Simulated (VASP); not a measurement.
Crystal: CaSe.

```
CELL_PARAMETERS angstrom
3.63478 0.00000 0.00000
0.00000 3.63478 0.00000
0.00000 0.00000 3.63478
ATOMIC_POSITIONS crystal
Ca 0.00000 0.00000 0.00000
Se 0.50000 0.50000 0.50000
```

Program: VASP 6.6.1. Alike in all runs: task single point; no spin polarisation; cell as given; cutoff (eV) 500; smearing gaussian 0.01 eV.

**Question.** Order these runs on this cell by their band gap on the k mesh, lowest first.
A. level PBE; potentials or basis VASP PAW PBE potentials, release 64 (Ca_sv, Se); k mesh 6 × 6 × 6
B. level LDA; potentials or basis VASP PAW LDA potentials, release 64 (Ca_sv, Se); k mesh 4 × 4 × 4
C. level PBE; potentials or basis VASP PAW PBE potentials, release 64 (Ca_sv, Se); k mesh 3 × 3 × 3

**Answer.** B (0.57 eV), A (0.76 eV), C (1.57 eV).

Caveats: some runs use coarse meshes; an odd mesh through Γ misses points on the zone boundary, where band edges can lie (at least some runs).

A k mesh can miss the band edges, odd and even meshes differently.
